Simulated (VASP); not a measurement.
Wanted: the native input for a VASP 6.6.1 run.

```yaml
Task: single point
Functional: PBE
Dispersion: D3(BJ)
Potentials_or_basis: VASP PAW PBE potentials, release 64 (Sb, Ga_d, O, C)
Cutoff: 520 eV
k_mesh: 6 × 6 × 1
Occupations: gaussian, width 0.1 eV
Spin: no spin polarisation
Dipole_correction: yes
Further_INCAR_settings: ALGO = Normal; EDIFF = 1e-06; NBANDS = 32
```

The structure of Ga2Sb2CO lies in POSCAR:

```
Ga2Sb2CO
1.0
    4.3343814647      0.0000000000      0.0000000000
   -2.1671907324      3.7536844581      0.0000000000
    0.0000000000      0.0000000000     23.6197422994
Sb Ga O C
2 2 1 1
Direct
    0.0000000000      0.0000000000      0.1693498578
    0.3333333333      0.6666666667      0.3259656336
    0.3333333333      0.6666666667      0.2068080104
    0.6666666667      0.3333333333      0.3585874135
    1.1111111111      1.2222222222      0.5025347927
    1.1111111111      1.2222222222      0.5512228768
```

One way to write it, as run:

INCAR

```
SYSTEM = Ga2Sb2CO
PREC     = Accurate       ! precision mode
ENCUT    = 520            ! plane-wave cutoff, eV
EDIFF    = 1E-6           ! SCF threshold, eV
ISMEAR   = 0              ! smearing method
SIGMA    = 0.1            ! smearing width, eV
LREAL    = .False.        ! projectors in reciprocal space
LASPH    = .True.         ! aspherical terms in the spheres
NELM     = 100            ! most SCF steps
ALGO     = Normal         ! electronic algorithm
ISIF     = 2              ! what is computed and relaxed
LWAVE    = .False.        ! write WAVECAR
LCHARG   = .False.        ! write CHGCAR
LDIPOL   = .True.       
IDIPOL   = 3            
DIPOL    = 0.5 0.5 0.352
GGA      = PE             ! functional
IVDW     = 12             ! dispersion correction
NBANDS   = 32             ! bands
```

KPOINTS

```
Automatic mesh
0
Gamma
  6 6 1
  0 0 0
```

Potentials or basis: VASP PAW PBE potentials, release 64 (Sb, Ga_d, O, C).

The run is started by

```sh
$ cat potpaw_PBE.64/Sb/POTCAR potpaw_PBE.64/Ga_d/POTCAR potpaw_PBE.64/O/POTCAR potpaw_PBE.64/C/POTCAR > POTCAR
$ mpirun -np 1 vasp_std > vasp.out
```

Results of the run:

| Quantity | Value |
| --- | --- |
| Largest force | 0.697 eV/Å |
| Band gap on the k mesh | 0.04 eV (least direct gap 0.15 eV) |
| Dispersion energy per atom | -0.164 eV |

Caveat: spin-orbit coupling is left out, which moves the levels of the heavy elements.

Run time: 2.6 min on 1 thread of Intel(R) Xeon(R) 6975P-C (Granite Rapids) (shared host), peak memory 0.56 GiB.
